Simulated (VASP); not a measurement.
Input of a VASP 6.6.1 run:

The input POSCAR:

```
Ta
1.0
    2.9003720000      0.0000000000      0.0000000000
   -1.4501860000      2.5117960000      0.0000000000
    0.0000000000      0.0000000000      5.1662740000
Ta
2
Direct
    0.6666666667      0.3333333333      0.7500000000
    0.3333333333      0.6666666667      0.2500000000
```

Contents of INCAR.step1:

```
PREC = Accurate ; ENCUT = 520
ISMEAR = 1 ; SIGMA = 0.05
LREAL = False ; LASPH = True
NELM = 60 ; NBANDS = 18
GGA = PE ; ALGO = Normal
EDIFF = 1E-4 ; LWAVE = True
LCHARG = False
```

INCAR.step2

```
PREC = Accurate ; ENCUT = 520
EDIFF = 1E-7 ; ISMEAR = 1
SIGMA = 0.05 ; LREAL = False
LASPH = True ; NELM = 60
ALGO = Normal ; ISIF = 2
LWAVE = False ; LCHARG = False
METAGGA = R2SCAN ; LMIXTAU = True
NBANDS = 18 ; ISTART = 1
```

The input KPOINTS:

```
Automatic mesh
0
Gamma
  13 13 7
```

Potentials or basis: VASP PAW PBE potentials, release 64 (Ta_pv).

Run with:

```sh
$ cat potpaw_PBE.64/Ta_pv/POTCAR > POTCAR
$ cp INCAR.step1 INCAR
$ mpirun -np 1 vasp_std > vasp.out
$ cp INCAR.step2 INCAR
$ mpirun -np 1 vasp_std > vasp.out
```

Question: Estimate the pressure.

Answer: -2.8 GPa.

Question: Estimate the band gap on the k mesh.

Answer: Zero (band 11 reaches 6.44 eV, above the bottom of band 12 at 4.77 eV).

Stress tensor (GPa, compression positive):
```
-2.33  0.00  0.00
 0.00 -2.33  0.00
 0.00  0.00 -3.67
```

Caveat: the PAW data sets were made with another functional, which shifts forces and pressure a little; spin-orbit coupling is left out, which moves the levels of the heavy elements.
